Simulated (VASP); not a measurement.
# BaZrO3 (Pm-3m) in VASP: further runs

BaZrO3 is run at these levels: PBE; tasks: single point.

Program: VASP 6.6.1. These are calculated values, not measurements. Logs are shortened: lines on timing, memory, paths and dates and some standing lists are left out, and cuts for length are marked.

### Step 1. The cell of the first run

It takes space group Pm-3m (No. 221, cubic). Conventional cell: a = 4.191 Å, b = 4.191 Å, c = 4.191 Å, α = 90.00°, β = 90.00°, γ = 90.00°. Within 3.9 Å of Ba (site symmetry m-3m) lie 12 O at 2.96 Å and 8 Zr at 3.63 Å. Within 2.8 Å of Zr (site symmetry m-3m) lie 6 O at 2.10 Å. O (site symmetry 4/mmm) has 2 Zr at 2.10 Å within 2.8 Å.

### Step 2. Single point, PBE

File INCAR:

```
SYSTEM = BaZrO3
PREC = Accurate
ENCUT = 520
EDIFF = 1E-7
ISMEAR = 0
SIGMA = 0.01
LREAL = .FALSE.
LASPH = .TRUE.
NELM = 60
ALGO = Normal
ISIF = 2
LWAVE = .FALSE.
LCHARG = .TRUE.
GGA = PE
LELF = .TRUE.
LVHAR = .TRUE.
NBANDS = 28
```

File KPOINTS:

```
regular mesh
0
G
  2 2 2
  0 0 0
```

File POSCAR:

```
BaZrO3
1.0
    4.1913400000      0.0000000000      0.0000000000
    0.0000000000      4.1913400000      0.0000000000
    0.0000000000      0.0000000000      4.1913400000
Ba Zr O
1 1 3
Direct
    0.0000000000      0.0000000000      0.0000000000
    0.5000000000      0.5000000000      0.5000000000
    0.0000000000      0.5000000000      0.5000000000
    0.5000000000      0.0000000000      0.5000000000
    0.5000000000      0.5000000000      0.0000000000
```

Potentials or basis: VASP PAW PBE potentials, release 64 (Ba_sv, Zr_sv, O).

Started as:

```
cat potpaw_PBE.64/Ba_sv/POTCAR potpaw_PBE.64/Zr_sv/POTCAR potpaw_PBE.64/O/POTCAR > POTCAR
mpirun -np 1 vasp_std > vasp.out
```

OUTCAR:

```text
SYSTEM = BaZrO3
   PREC = Accurate
   ENCUT = 520
   EDIFF = 1E-7
   ISMEAR = 0
   LREAL = .FALSE.
   LASPH = .TRUE.
   NELM = 60
   ISIF = 2
   GGA = PE

 ion  position               nearest neighbor table
   1  0.000  0.000  0.000-   3 2.96   4 2.96   5 2.96   3 2.96   4 2.96   3 2.96   5 2.96   3 2.96
                             4 2.96   5 2.96   4 2.96   5 2.96   2 3.63   2 3.63   2 3.63   2 3.63
   2  0.500  0.500  0.500-   3 2.10   4 2.10   5 2.10   5 2.10   4 2.10   3 2.10   1 3.63   1 3.63
                             1 3.63   1 3.63   1 3.63   1 3.63   1 3.63   1 3.63
   3  0.000  0.500  0.500-   2 2.10   2 2.10   1 2.96   1 2.96   1 2.96   1 2.96
   4  0.500  0.000  0.500-   2 2.10   2 2.10   1 2.96   1 2.96   1 2.96   1 2.96
   5  0.500  0.500  0.000-   2 2.10   2 2.10   1 2.96   1 2.96   1 2.96   1 2.96

  LATTYP: Found a simple cubic cell.
 ALAT       =     4.1913400000

  Lattice vectors:

 A1 = (   4.1913400000,   0.0000000000,   0.0000000000)
 A2 = (   0.0000000000,   4.1913400000,   0.0000000000)
 A3 = (   0.0000000000,   0.0000000000,   4.1913400000)

Analysis of symmetry for initial positions (statically):
=====================================================================
 Subroutine PRICEL returns:
 Original cell was already a primitive cell.

 Routine SETGRP: Setting up the symmetry group for a
 simple cubic supercell.

 Subroutine GETGRP returns: Found 48 space group operations
 (whereof 48 operations were pure point group operations)
 out of a pool of 48 trial point group operations.

The static configuration has the point symmetry O_h .

Analysis of symmetry for dynamics (positions and initial velocities):
=====================================================================
 Subroutine PRICEL returns:
 Original cell was already a primitive cell.

 Routine SETGRP: Setting up the symmetry group for a
 simple cubic supercell.

 Subroutine GETGRP returns: Found 48 space group operations
 (whereof 48 operations were pure point group operations)
 out of a pool of 48 trial point group operations.

The dynamic configuration has the point symmetry O_h .

 Subroutine INISYM returns: Found 48 space group operations
 (whereof 48 operations are pure point group operations),
 and found     1 'primitive' translations

----------------------------------------------------------------------------------------

                                     Primitive cell

  volume of cell :      73.6307

  direct lattice vectors                    reciprocal lattice vectors
     4.191340000  0.000000000  0.000000000     0.238587182  0.000000000  0.000000000
     0.000000000  4.191340000  0.000000000     0.000000000  0.238587182  0.000000000
     0.000000000  0.000000000  4.191340000     0.000000000  0.000000000  0.238587182

  length of vectors
     4.191340000  4.191340000  4.191340000     0.238587182  0.238587182  0.238587182

  position of ions in fractional coordinates (direct lattice)
     0.000000000  0.000000000  0.000000000
     0.500000000  0.500000000  0.500000000
     0.000000000  0.500000000  0.500000000
     0.500000000  0.000000000  0.500000000
     0.500000000  0.500000000  0.000000000

  ion indices of the primitive-cell ions
   primitive index   ion index
                 1           1
                 2           2
                 3           3
                 4           4
                 5           5

----------------------------------------------------------------------------------------

 KPOINTS: regular mesh

Automatic generation of k-mesh.
 Grid dimensions read from file:
 generate k-points for:    2    2    2

 Generating k-lattice:

  Cartesian coordinates                     Fractional coordinates (reciprocal lattice)
     0.119293591  0.000000000  0.000000000     0.500000000  0.000000000  0.000000000
     0.000000000  0.119293591  0.000000000     0.000000000  0.500000000  0.000000000
     0.000000000  0.000000000  0.119293591     0.000000000  0.000000000  0.500000000

  Length of vectors
     0.119293591  0.119293591  0.119293591

  Shift w.r.t. Gamma in fractional coordinates (k-lattice)
     0.000000000  0.000000000  0.000000000

 Subroutine IBZKPT returns following result:
 ===========================================

 Found      4 irreducible k-points:

 Following reciprocal coordinates:
            Coordinates               Weight
  0.000000  0.000000  0.000000      1.000000
  0.500000  0.000000  0.000000      3.000000
  0.500000  0.500000  0.000000      3.000000
  0.500000  0.500000  0.500000      1.000000
   k-points           NKPTS =      4   k-points in BZ     NKDIM =      4   number of bands    NBANDS=     28
   number of dos      NEDOS =    301   number of ions     NIONS =      5
   total plane-waves  NPLWV =  32768
   dimension x,y,z NGX =    32 NGY =   32 NGZ =   32
   dimension x,y,z NGXF=    64 NGYF=   64 NGZF=   64
   ions per type =               1   1   3
   NGX,Y,Z   is equivalent  to a cutoff of  12.69, 12.69, 12.69 a.u.
   NGXF,Y,Z  is equivalent  to a cutoff of  25.39, 25.39, 25.39 a.u.
 SYSTEM =  BaZrO3
   PREC   = accura    normal or accurate (medium, high low for compatibility)
   ISTART =      0    job   : 0-new  1-cont  2-samecut
   ICHARG =      2    charge: 1-file 2-atom 10-const
   ISPIN  =      1    spin polarized calculation?
   LNONCOLLINEAR =      F non collinear calculations
   LSORBIT =      F    spin-orbit coupling
   LASPH  =      T    aspherical Exc in radial PAW
   ENCUT  =  520.0 eV  38.22 Ry    6.18 a.u.   7.79  7.79  7.79*2*pi/ulx,y,z
   NELM   =     60;   NELMIN=  2; NELMDL= -5     # of ELM steps
   EDIFF  = 0.1E-06   stopping-criterion for ELM
   LREAL  =      F    real-space projection
   EDIFFG = 0.1E-05   stopping-criterion for IOM
   NSW    =      0    number of steps for IOM
   IBRION =     -1    ionic relax: 0-MD 1-quasi-New 2-CG
   NFREE  =      0    steps in history (QN), initial steepest desc. (CG)
   ISIF   =      2    stress and relaxation
   ISYM   =      2    0-nonsym 1-usesym 2-fastsym
   POTIM  = 0.5000    time-step for ionic-motion
   TEBEG  =    0.0;   TEEND  =   0.0 temperature during run
   PSTRESS=    0.0 pullay stress
   NELECT =      40.0000    total number of electrons
   NUPDOWN=      -1.0000    fix difference up-down
   EMIN   =  10.00;   EMAX   =-10.00  energy-range for DOS
   EFERMI =   0.00;   METHOD = LEGACY
   ISMEAR =     0;   SIGMA  =   0.01  broadening in eV -4-tet -1-fermi 0-gaus
   EFERMI_NEDOS =   21; number of points for ismear=-14 and -15
   IALGO  =     38    algorithm
   IMIX   =      4    mixing-type and parameters
     AMIX     =   0.40;   BMIX     =  1.00
     AMIX_MAG =   1.60;   BMIX_MAG =  1.00
  volume/ion in A,a.u.               =      14.73        99.38
  Fermi-wavevector in a.u.,A,eV,Ry     =   1.335802  2.524299 24.277770  1.784366
  Thomas-Fermi vector in A             =   2.464478
   LORBIT       =      0    0 simple, 1 ext, 2 COOP (PROOUT), +10 PAW based schemes
   GGA     = PE    functional components
   LHFCALC =     F    Hartree Fock is set to
   AEXX    =    0.0000 exact exchange contribution
   IVDW    =     0    specifies the selected vdW correction
   LEPSILON=     F    determine dielectric tensor
   LRPA    =     F    only Hartree local field effects (RPA)
 non-spin polarized calculation
 Gauss-broadening in eV      SIGMA  =   0.01
  energy-cutoff  :      520.00
  volume of cell :       73.63
 maximum number of plane-waves:      2000
 NGX is ok and might be reduce to    32
   NGX = 15   NGY = 15   NGZ = 15

 number of electron      40.0000000 magnetization

 Free energy of the ion-electron system (eV)
  ---------------------------------------------------
  ext. energy  EPLUGINS =         0.00000000
  ---------------------------------------------------
  free energy    TOTEN  =       -41.03795672 eV

  energy without entropy =      -41.03795672  energy(sigma->0) =      -41.03795672

 E-fermi :   4.0691     XC(G=0): -10.7697

 val. band max:        3.8937730550   @ k =   0.5000   0.5000   0.5000
 cond. band min:       6.8794496299   @ k =   0.0000   0.0000   0.0000
 fundamental gap:      2.9856765749
 Fermi energy:         4.0690666819

 k-point     1 :       0.0000    0.0000    0.0000
  band No.  band energies     occupation
      1     -43.4557      2.00000
      2     -21.5940      2.00000
      3     -21.5940      2.00000
      4     -21.5940      2.00000
      5     -21.5011      2.00000
      6     -12.4912      2.00000
      7     -12.2055      2.00000
      8     -12.2055      2.00000
      9      -6.6382      2.00000
     10      -6.6382      2.00000
     11      -6.6382      2.00000
     12       2.4096      2.00000
     13       2.4096      2.00000
     14       2.4096      2.00000
     15       2.8978      2.00000
     16       2.8978      2.00000
     17       2.8978      2.00000
     18       3.6614      2.00000
     19       3.6614      2.00000
     20       3.6614      2.00000
     21       6.8794      0.00000
     22       6.8794      0.00000
     23       6.8794      0.00000
     24       8.4648      0.00000
     25       8.4648      0.00000
     26       9.7318      0.00000
     27      11.0987      0.00000
     28      11.0987      0.00000

 k-point     2 :       0.5000    0.0000    0.0000
  band No.  band energies     occupation
      1     -43.4525      2.00000
      2     -21.9287      2.00000
      3     -21.5874      2.00000
      4     -21.5874      2.00000
      5     -21.3380      2.00000
      6     -12.6650      2.00000
      7     -12.1814      2.00000
      8     -11.2652      2.00000
      9      -6.5691      2.00000
     10      -6.5691      2.00000
     11      -6.4324      2.00000
     12       0.1751      2.00000
     13       1.9510      2.00000
     14       1.9510      2.00000
     15       2.0772      2.00000
     16       2.1150      2.00000
     17       2.1150      2.00000
     18       2.1880      2.00000
     19       3.4253      2.00000
     20       3.4253      2.00000
     21       7.3034      0.00000
     22       9.4101      0.00000
     23       9.4101      0.00000
     24      10.2647      0.00000
     25      10.5099      0.00000
     26      11.0820      0.00000
     27      11.1173      0.00000
     28      12.3517      0.00000

 k-point     3 :       0.5000    0.5000    0.0000
  band No.  band energies     occupation
      1     -43.4493      2.00000
      2     -21.8240      2.00000
      3     -21.8240      2.00000
      4     -21.5813      2.00000
      5     -21.4078      2.00000
      6     -12.3319      2.00000
      7     -11.4017      2.00000
      8     -11.4017      2.00000
      9      -6.7098      2.00000
     10      -6.7098      2.00000
     11      -6.4497      2.00000
     12       0.0719      2.00000
     13       0.0725      2.00000
     14       0.1794      2.00000
     15       1.4395      2.00000
     16       1.4395      2.00000
     17       2.9481      2.00000
     18       2.9481      2.00000
     19       3.0770      2.00000
     20       3.8150      2.00000
     21       9.3945      0.00000
     22       9.3945      0.00000
     23      10.1649      0.00000
     24      10.3054      0.00000
     25      11.5016      0.00000
     26      12.4794      0.00000
     27      12.9926      0.00000
     28      12.9926      0.00000

 k-point     4 :       0.5000    0.5000    0.5000
  band No.  band energies     occupation
      1     -43.4460      2.00000
      2     -21.8147      2.00000
      3     -21.8147      2.00000
      4     -21.8147      2.00000
      5     -21.3717      2.00000
      6     -11.2848      2.00000
      7     -11.2848      2.00000
      8     -11.2848      2.00000
      9      -7.1260      2.00000
     10      -7.1260      2.00000
     11      -7.1260      2.00000
     12       0.0878      2.00000
     13       0.0878      2.00000
     14       0.3592      2.00000
     15       1.2966      2.00000
     16       1.2966      2.00000
     17       1.2966      2.00000
     18       3.8938      2.00000
     19       3.8938      2.00000
     20       3.8938      2.00000
     21       9.7944      0.00000
     22       9.7944      0.00000
     23       9.7944      0.00000
     24      10.6874      0.00000
     25      10.6874      0.00000
     26      10.6874      0.00000
     27      12.9598      0.00000
     28      12.9598      0.00000

------------------------ aborting loop because EDIFF is reached ----------------------------------------

  FORCE on cell =-STRESS in cart. coord.  units (eV):
  Direction    XX          YY          ZZ          XY          YZ          ZX
  --------------------------------------------------------------------------------------
  -------------------------------------------------------------------------------------
  Total        3.1638772      3.1638772      3.1638772      0.0000000      0.0000000     -0.0000000
  in kB       68.8448607     68.8448607     68.8448607      0.0000000      0.0000000     -0.0000000
  external PRESSURE =      68.8448607 kB  Pullay stress =       0.0000000 kB

 VOLUME and BASIS-vectors are now :
 -----------------------------------------------------------------------------
  energy-cutoff  :      520.00
  volume of cell :       73.63
      direct lattice vectors                 reciprocal lattice vectors
     4.191340000  0.000000000  0.000000000     0.238587182  0.000000000  0.000000000
     0.000000000  4.191340000  0.000000000     0.000000000  0.238587182  0.000000000
     0.000000000  0.000000000  4.191340000     0.000000000  0.000000000  0.238587182

 POSITION                                       TOTAL-FORCE (eV/Angst)
 -----------------------------------------------------------------------------------
      0.00000      0.00000      0.00000         0.000000      0.000000      0.000000
      2.09567      2.09567      2.09567         0.000000      0.000000      0.000000
      0.00000      2.09567      2.09567         0.000000      0.000000      0.000000
      2.09567      0.00000      2.09567         0.000000      0.000000      0.000000
      2.09567      2.09567      0.00000         0.000000      0.000000      0.000000
 -----------------------------------------------------------------------------------
    total drift:                                0.000000     -0.000000     -0.000000

  FREE ENERGIE OF THE ION-ELECTRON SYSTEM (eV)
  ---------------------------------------------------
  free  energy   TOTEN  =       -41.0379567164 eV

  energy  without entropy=      -41.0379567164  energy(sigma->0) =      -41.03795672
```

It took 9.6 s on 1 thread of Intel Xeon Platinum 8488C (Sapphire Rapids), shared host; peak memory 0.17 GiB.

Results:

* Free energy: -41.0380 eV
* Pressure: 6.9 GPa
* Band gap on the k mesh: 2.99 eV, indirect (least direct gap 3.22 eV)

Caveat: the k points lie up to 0.75 Å⁻¹ apart; spin-orbit coupling is left out, which moves the levels of the heavy elements. A k mesh can miss the band edges.

### Step 3. Single point, PBE

File INCAR:

```
SYSTEM = BaZrO3
  ALGO = Normal
  EDIFF = 1E-6
  ENCUT = 520
  GGA = PE
  ISIF = 2
  ISMEAR = 0
  LASPH = .True.
  LCHARG = .False.
  LREAL = .False.
  LWAVE = .False.
  NBANDS = 28
  NELM = 100
  PREC = Accurate
  SIGMA = 0.01
```

File KPOINTS:

```
k-points
0
Gamma
  3 3 3
  0 0 0
```

POSCAR is that of step 2.

Potentials or basis: VASP PAW PBE potentials, release 64 (Ba_sv, Zr_sv, O).

Started as:

```
cat potpaw_PBE.64/Ba_sv/POTCAR potpaw_PBE.64/Zr_sv/POTCAR potpaw_PBE.64/O/POTCAR > POTCAR
mpirun -np 1 vasp_std > vasp.out
```

It took 8.1 s on 1 thread of Intel Xeon Platinum 8488C (Sapphire Rapids), shared host; peak memory 0.17 GiB.

It converged, with:

| Property | Result |
| --- | --- |
| Free energy | -41.6157 eV |
| Pressure | 5.3 GPa |
| Band gap on the k mesh | 3.38 eV, direct |

Levels at points of the mesh, in eV from the valence-band top:
| k point | band 16 | band 17 | band 18 | band 19 | band 20 | band 21 | band 22 | band 23 | band 24 | band 25 |
| --- | --- | --- | --- | --- | --- | --- | --- | --- | --- | --- |
| (0.00, 0.00, 0.00) | -0.76 | -0.76 | 0.00 | 0.00 | 0.00 | 3.38 | 3.38 | 3.38 | 4.87 | 4.87 |

Caveat: the k points lie up to 0.50 Å⁻¹ apart; spin-orbit coupling is left out, which moves the levels of the heavy elements. A hybrid or GW would open this gap; PBE tends to underestimate it.
